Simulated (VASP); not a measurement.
# Fe (Fmmm) in VASP: a series of runs

The runs below take Fe through single point, with r2SCAN.

Everything below comes from runs of VASP 6.6.1. Logs are shortened: lines on timing, memory, paths and dates and some standing lists are left out, and cuts for length are marked.

## 1. The cell of the first run

It takes space group Fmmm (No. 69, orthorhombic). The conventional cell has a = 2.686 Å, b = 3.481 Å, c = 3.523 Å, α = 90.00°, β = 90.00°, γ = 90.00°. Within 2.9 Å of Fe (site symmetry mmm) lie 14 Fe at 2.20 to 2.69 Å.

## 2. Single point, r2SCAN, collinear spin, ferromagnetic start (volume scaled by 0.72)

Input file POSCAR:

```
Fe
1.0
    0.0000000000      1.7403442932      1.7612863204
    1.3430229657      0.0000000000      1.7612863204
    1.3430229657      1.7403442932      0.0000000000
Fe
1
Direct
    0.0000000000      0.0000000000      0.0000000000
```

Input file INCAR.step1:

```
  PREC = Accurate
  ENCUT = 520
  ISMEAR = -1
  SIGMA = 0.1
  LREAL = False
  LASPH = True
  NELM = 150
  ISPIN = 2
  MAGMOM = 3
  LMAXMIX = 4
  NBANDS = 14
  GGA = PE
  ALGO = Normal
  EDIFF = 1E-4
  LWAVE = True
  LCHARG = False
```

Input file INCAR.step2:

```
  PREC = Accurate
  ENCUT = 520
  EDIFF = 1E-6
  ISMEAR = -1
  SIGMA = 0.1
  LREAL = False
  LASPH = True
  NELM = 150
  ALGO = Normal
  ISIF = 2
  LWAVE = False
  LCHARG = False
  ISPIN = 2
  MAGMOM = 3
  LORBIT = 11
  LMAXMIX = 4
  METAGGA = R2SCAN
  LMIXTAU = True
  NBANDS = 14
  ISTART = 1
```

Input file KPOINTS:

```
regular mesh
0
Gamma
  14 14 14
```

Potentials or basis: VASP PAW PBE potentials, release 64 (Fe).

Command:

```bash
cat potpaw_PBE.64/Fe/POTCAR > POTCAR
cp INCAR.step1 INCAR
mpirun -np 1 vasp_std > vasp.out
cp INCAR.step2 INCAR
mpirun -np 1 vasp_std > vasp.out
```

OUTCAR:

```text
PREC = Accurate
   ENCUT = 520
   EDIFF = 1E-6
   ISMEAR = -1
   LREAL = False
   LASPH = True
   NELM = 150
   ISIF = 2
   ISPIN = 2
   LORBIT = 11
   METAGGA = R2SCAN
   ISTART = 1

 ion  position               nearest neighbor table
   1  0.000  0.000  0.000-

  LATTYP: Found a face centered orthorhombic cell.
 ALAT       =     2.6860459314
 B/A-ratio  =     1.2958410523
 C/A-ratio  =     1.3114342535

  Lattice vectors:

 A1 = (   0.0000000000,   1.7403442932,   1.7612863204)
 A2 = (   1.3430229657,   0.0000000000,   1.7612863204)
 A3 = (   1.3430229657,   1.7403442932,   0.0000000000)

Analysis of symmetry for initial positions (statically):
=====================================================================
 Subroutine PRICEL returns:
 Original cell was already a primitive cell.

 Routine SETGRP: Setting up the symmetry group for a
 face centered orthorhombic supercell.

 Subroutine GETGRP returns: Found  8 space group operations
 (whereof  8 operations were pure point group operations)
 out of a pool of  8 trial point group operations.

The static configuration has the point symmetry D_2h.

Analysis of symmetry for dynamics (positions and initial velocities):
=====================================================================
 Subroutine PRICEL returns:
 Original cell was already a primitive cell.

 Routine SETGRP: Setting up the symmetry group for a
 face centered orthorhombic supercell.

 Subroutine GETGRP returns: Found  8 space group operations
 (whereof  8 operations were pure point group operations)
 out of a pool of  8 trial point group operations.

The dynamic configuration has the point symmetry D_2h.

Analysis of structural, dynamic, and magnetic symmetry:
=====================================================================
 Subroutine PRICEL returns:
 Original cell was already a primitive cell.

 Routine SETGRP: Setting up the symmetry group for a
 face centered orthorhombic supercell.

 Subroutine GETGRP returns: Found  8 space group operations
 (whereof  8 operations were pure point group operations)
 out of a pool of  8 trial point group operations.

The overall configuration has the point symmetry D_2h.

 Subroutine INISYM returns: Found  8 space group operations
 (whereof  8 operations are pure point group operations),
 and found     1 'primitive' translations

----------------------------------------------------------------------------------------

                                     Primitive cell

  volume of cell :       8.2334

  direct lattice vectors                    reciprocal lattice vectors
     0.000000000  1.740344293  1.761286320    -0.372294453  0.287299474  0.283883429
     1.343022966  0.000000000  1.761286320     0.372294453 -0.287299474  0.283883429
     1.343022966  1.740344293  0.000000000     0.372294453  0.287299474 -0.283883429

  length of vectors
     2.476071033  2.214913133  2.198296828     0.549303148  0.549303148  0.549303148

  position of ions in fractional coordinates (direct lattice)
     0.000000000  0.000000000  0.000000000

  ion indices of the primitive-cell ions
   primitive index   ion index
                 1           1

----------------------------------------------------------------------------------------

 KPOINTS: regular mesh

Automatic generation of k-mesh.
 Grid dimensions read from file:
 generate k-points for:   14   14   14

 Generating k-lattice:

  Cartesian coordinates                     Fractional coordinates (reciprocal lattice)
    -0.026592461  0.020521391  0.020277388     0.071428571  0.000000000  0.000000000
     0.026592461 -0.020521391  0.020277388     0.000000000  0.071428571 -0.000000000
     0.026592461  0.020521391 -0.020277388     0.000000000 -0.000000000  0.071428571

  Length of vectors
     0.039235939  0.039235939  0.039235939

  Shift w.r.t. Gamma in fractional coordinates (k-lattice)
     0.000000000  0.000000000  0.000000000

 Subroutine IBZKPT returns following result:
 ===========================================

 Found    428 irreducible k-points:

 Following reciprocal coordinates:
            Coordinates               Weight
  0.000000  0.000000  0.000000      1.000000
  0.071429  0.000000  0.000000      8.000000
  0.142857  0.000000  0.000000      8.000000
  0.214286  0.000000  0.000000      8.000000
  0.285714  0.000000  0.000000      8.000000
  0.357143  0.000000  0.000000      8.000000
[... 16 lines left out ...]
  0.214286  0.142857  0.000000      8.000000
  0.285714  0.142857  0.000000      8.000000
 [... further k-points ...]
   k-points           NKPTS =    428   k-points in BZ     NKDIM =    428   number of bands    NBANDS=     14
   number of dos      NEDOS =    301   number of ions     NIONS =      1
   total plane-waves  NPLWV =   4608
   dimension x,y,z NGX =    18 NGY =   16 NGZ =   16
   dimension x,y,z NGXF=    36 NGYF=   32 NGZF=   32
   ions per type =               1
   NGX,Y,Z   is equivalent  to a cutoff of  12.09, 12.01, 12.10 a.u.
   NGXF,Y,Z  is equivalent  to a cutoff of  24.17, 24.02, 24.20 a.u.
 SYSTEM =  unknown system
   PREC   = accura    normal or accurate (medium, high low for compatibility)
   ISTART =      1    job   : 0-new  1-cont  2-samecut
   ICHARG =      0    charge: 1-file 2-atom 10-const
   ISPIN  =      2    spin polarized calculation?
   LNONCOLLINEAR =      F non collinear calculations
   LSORBIT =      F    spin-orbit coupling
   LASPH  =      T    aspherical Exc in radial PAW
   ENCUT  =  520.0 eV  38.22 Ry    6.18 a.u.   4.60  4.12  4.09*2*pi/ulx,y,z
   NELM   =    150;   NELMIN=  2; NELMDL=  0     # of ELM steps
   EDIFF  = 0.1E-05   stopping-criterion for ELM
   LREAL  =      F    real-space projection
   EDIFFG = 0.1E-04   stopping-criterion for IOM
   NSW    =      0    number of steps for IOM
   IBRION =     -1    ionic relax: 0-MD 1-quasi-New 2-CG
   NFREE  =      0    steps in history (QN), initial steepest desc. (CG)
   ISIF   =      2    stress and relaxation
   ISYM   =      2    0-nonsym 1-usesym 2-fastsym
   POTIM  = 0.5000    time-step for ionic-motion
   TEBEG  =    0.0;   TEEND  =   0.0 temperature during run
   PSTRESS=    0.0 pullay stress
   NELECT =       8.0000    total number of electrons
   NUPDOWN=      -1.0000    fix difference up-down
   EMIN   =  10.00;   EMAX   =-10.00  energy-range for DOS
   EFERMI =   0.00;   METHOD = LEGACY
   ISMEAR =    -1;   SIGMA  =   0.10  broadening in eV -4-tet -1-fermi 0-gaus
   EFERMI_NEDOS =   21; number of points for ismear=-14 and -15
   IALGO  =     38    algorithm
   IMIX   =      4    mixing-type and parameters
     AMIX     =   0.40;   BMIX     =  1.00
     AMIX_MAG =   1.60;   BMIX_MAG =  1.00
  volume/ion in A,a.u.               =       8.23        55.56
  Fermi-wavevector in a.u.,A,eV,Ry     =   1.621481  3.064156 35.772464  2.629202
  Thomas-Fermi vector in A             =   2.715250
   LORBIT       =     11    0 simple, 1 ext, 2 COOP (PROOUT), +10 PAW based schemes
   METAGGA = R2SCAN    functional components
   LHFCALC =     F    Hartree Fock is set to
   AEXX    =    0.0000 exact exchange contribution
   IVDW    =     0    specifies the selected vdW correction
   LEPSILON=     F    determine dielectric tensor
   LRPA    =     F    only Hartree local field effects (RPA)
 spin polarized calculation
  energy-cutoff  :      520.00
  volume of cell :        8.23
 maximum number of plane-waves:       236
   NGX =  9   NGY =  9   NGZ =  9

 number of electron       7.9999996 magnetization       1.9452161

 Free energy of the ion-electron system (eV)
  ---------------------------------------------------
  ext. energy  EPLUGINS =         0.00000000
  ---------------------------------------------------
  free energy    TOTEN  =       -13.30944958 eV

  energy without entropy =      -13.28238907  energy(sigma->0) =      -13.29591933

 E-fermi :   9.7090     XC(G=0): -16.4744

 val. band max:        9.7089884163   @ k =   0.0000   0.4286   0.4286
 cond. band min:       9.7157807730   @ k =  -0.2143   0.2857   0.3571
 fundamental gap:      0.0067923566
 Fermi energy:         9.7090071014

 spin component 1

 k-point     1 :       0.0000    0.0000    0.0000
  band No.  band energies     occupation
      1      -1.0434      1.00000
      2       5.9188      1.00000
      3       6.0620      1.00000
      4       6.6155      1.00000
      5       7.6859      1.00000
      6       8.3397      1.00000
      7      37.7099      0.00000
      8      39.6946      0.00000
      9      40.1144      0.00000
     10      46.3678      0.00000
     11      47.2822      0.00000
     12      49.9766      0.00000
     13      50.1646      0.00000
     14      50.2767      0.00000
[... 375 lines left out ...]
 k-point    24 :       0.2857    0.1429    0.0000
  band No.  band energies     occupation
      1       1.8611      1.00000
      2       5.1876      1.00000
      3       5.6067      1.00000
      4       7.6171      1.00000
      5       8.4171      1.00000
      6       8.4815      1.00000
      7      31.2635      0.00000
      8      33.5440      0.00000
      9      39.6031      0.00000
     10      40.5434      0.00000
     11      46.5504      0.00000
     12      49.3571      0.00000
     13      53.4428      0.00000
     14      55.5450      0.00000

 [... further k-points ...]

 spin component 2

 k-point     1 :       0.0000    0.0000    0.0000
  band No.  band energies     occupation
      1      -1.3792      1.00000
      2       7.9972      1.00000
      3       8.2242      1.00000
      4       9.0691      0.99834
      5      11.2240      0.00000
      6      12.2782      0.00000
      7      37.3224      0.00000
      8      39.5384      0.00000
      9      40.0155      0.00000
     10      47.3280      0.00000
     11      47.6886      0.00000
     12      51.4829      0.00000
     13      51.6567      0.00000
     14      52.6618      0.00000
[... 375 lines left out ...]
 k-point    24 :       0.2857    0.1429    0.0000
  band No.  band energies     occupation
      1       1.7558      1.00000
      2       7.0485      1.00000
      3       7.7882      1.00000
      4      10.6152      0.00012
      5      11.1288      0.00000
      6      12.2305      0.00000
      7      31.9726      0.00000
      8      34.1237      0.00000
      9      40.2832      0.00000
     10      41.4391      0.00000
     11      47.3740      0.00000
     12      50.7683      0.00000
     13      54.8491      0.00000
     14      56.6238      0.00000

 [... further k-points ...]

------------------------ aborting loop because EDIFF is reached ----------------------------------------

  FORCE on cell =-STRESS in cart. coord.  units (eV):
  Direction    XX          YY          ZZ          XY          YZ          ZX
  --------------------------------------------------------------------------------------
  -------------------------------------------------------------------------------------
  Total        6.2268486      7.4991228      7.1885220     -0.0000000      0.0000000      0.0000000
  in kB     1211.7145380   1459.2929226   1398.8515165     -0.0000000      0.0000000      0.0000000
  external PRESSURE =    1356.6196590 kB  Pullay stress =       0.0000000 kB

 VOLUME and BASIS-vectors are now :
 -----------------------------------------------------------------------------
  energy-cutoff  :      520.00
  volume of cell :        8.23
      direct lattice vectors                 reciprocal lattice vectors
     0.000000000  1.740344293  1.761286320    -0.372294453  0.287299474  0.283883429
     1.343022966  0.000000000  1.761286320     0.372294453 -0.287299474  0.283883429
     1.343022966  1.740344293  0.000000000     0.372294453  0.287299474 -0.283883429

 POSITION                                       TOTAL-FORCE (eV/Angst)
 -----------------------------------------------------------------------------------
      0.00000      0.00000      0.00000         0.000000      0.000000      0.000000
 -----------------------------------------------------------------------------------
    total drift:                                0.000000      0.000000      0.000000

  FREE ENERGIE OF THE ION-ELECTRON SYSTEM (eV)
  ---------------------------------------------------
  free  energy   TOTEN  =       -13.3094495833 eV

  energy  without entropy=      -13.2823890674  energy(sigma->0) =      -13.29591933

 total charge

# of ion       s       p       d       tot
------------------------------------------
    1        0.666   0.925   6.610   8.200

 magnetization (x)

# of ion       s       p       d       tot
------------------------------------------
    1       -0.010  -0.092   2.003   1.902
```

It took 9.2 min on 1 thread of Intel Xeon 8259CL, shared host; peak memory 0.19 GiB.

What came out:

```
Free energy  : -13.3094 eV
Pressure     : 135.7 GPa
Net moment   : 1.95 μB per cell
Site moments : Fe +1.90 μB
```

Caveat: the PAW data sets were made with another functional, which shifts forces and pressure a little.

(Continued in part 2 of 2.)
